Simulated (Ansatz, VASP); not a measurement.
**AgI in VASP and in Ansatz**

File POSCAR:

```
AgI
1.0
    4.6512919221      0.0000000000      0.0000000000
   -2.3256459611      4.0281369650      0.0000000000
    0.0000000000      0.0000000000      7.5978539869
Ag I
2 2
Direct
    0.3333333333      0.6666666667      0.0024013965
    0.6666666667      0.3333333333      0.5024013965
    0.3333333333      0.6666666667      0.3774986035
    0.6666666667      0.3333333333      0.8774986035
```

INCAR.step1

```
PREC     = Accurate       # precision mode
ENCUT    = 400            # plane-wave cutoff, eV
EDIFF    = 1E-5           # SCF threshold, eV
ISMEAR   = 0              # smearing method
SIGMA    = 0.01           # smearing width, eV
LREAL    = False          # projectors in reciprocal space
LASPH    = True           # aspherical terms in the spheres
NELM     = 120            # most SCF steps
ALGO     = Normal         # electronic algorithm
ISIF     = 2              # what is computed and relaxed
LWAVE    = True           # write WAVECAR
LCHARG   = False          # write CHGCAR
NBANDS   = 26             # bands
GGA      = PE             # functional
GGA_COMPAT= False        
KPAR     = 4
```

The input INCAR.step2:

```
PREC     = Accurate       # precision mode
ENCUT    = 400            # plane-wave cutoff, eV
EDIFF    = 1E-6           # SCF threshold, eV
ISMEAR   = 0              # smearing method
SIGMA    = 0.01           # smearing width, eV
LREAL    = False          # projectors in reciprocal space
LASPH    = True           # aspherical terms in the spheres
NELM     = 120            # most SCF steps
ALGO     = Normal         # electronic algorithm
ISIF     = 2              # what is computed and relaxed
LWAVE    = False          # write WAVECAR
LCHARG   = False          # write CHGCAR
GGA      = PE             # functional
LHFCALC  = True           # exact exchange
AEXX     = 0.25           # exact-exchange fraction
PRECFOCK = Normal       
NBANDS   = 26             # bands
ISTART   = 1            
GGA_COMPAT= False        
KPAR     = 4
```

KPOINTS

```
regular mesh
0
Gamma
  6 6 2
```

Input for Ansatz:

```yaml
crystal:
  lattice:
    - [4.6512919221, 0.0, 0.0]
    - [-2.3256459611, 4.028136965, 0.0]
    - [0.0, 0.0, 7.5978539869]
  atoms:
    - { symbol: Ag, position: [0.3333333333, 0.6666666667, 0.0024013965] }
    - { symbol: Ag, position: [0.6666666667, 0.3333333333, 0.5024013965] }
    - { symbol: I, position: [0.3333333333, 0.6666666667, 0.3774986035] }
    - { symbol: I, position: [0.6666666667, 0.3333333333, 0.8774986035] }
kpoints:
  mp_grid: { grid: [6, 6, 2] }
  band_path:
    path:
      - [0.0, 0.0, 0.0]
      - [0.5, 0.0, 0.0]
      - [0.3333333333, 0.3333333333, 0.0]
      - [0.0, 0.0, 0.5]
      - [0.5, 0.0, 0.5]
      - [0.3333333333, 0.3333333333, 0.5]
    npoints: 1
hamiltonian:
  xc: pbe0
scf:
  occupations: { method: fixed }
  n_extra_bands: 5
output:
  forces: true
  stress: true
  eigenvalues: true
  write_density: true
  write_potential: true
  elf: true
  volumetric_format: npy
```

Alike in both runs: task single point; functional PBE0; k mesh 6 × 6 × 2; no spin polarisation.

```csv
,VASP,Ansatz
version,VASP 6.6.1,Ansatz 0.2.0
potentials or method,"VASP PAW PBE potentials, release 64 (Ag, I)","plane waves, PAW"
plane-wave cutoff (eV),400,420
occupations,"gaussian, width 0.01 eV",fixed
valence electrons in the cell,36,72
```

|  | VASP | Ansatz | Ansatz less VASP |
| --- | --- | --- | --- |
| gap on the k mesh at the Fermi level (eV) | 3.18 | 3.19 | +0.016 |
| pressure (GPa) | 0.2 | 0.4 | +0.25 |

VASP's potentials hold 36 valence electrons a cell and Ansatz's 72, so a difference there can come from the potentials and not from the codes. Ansatz's warnings: stress exchange threshold loose, stress scf threshold loose.

Spin-orbit coupling is off throughout.
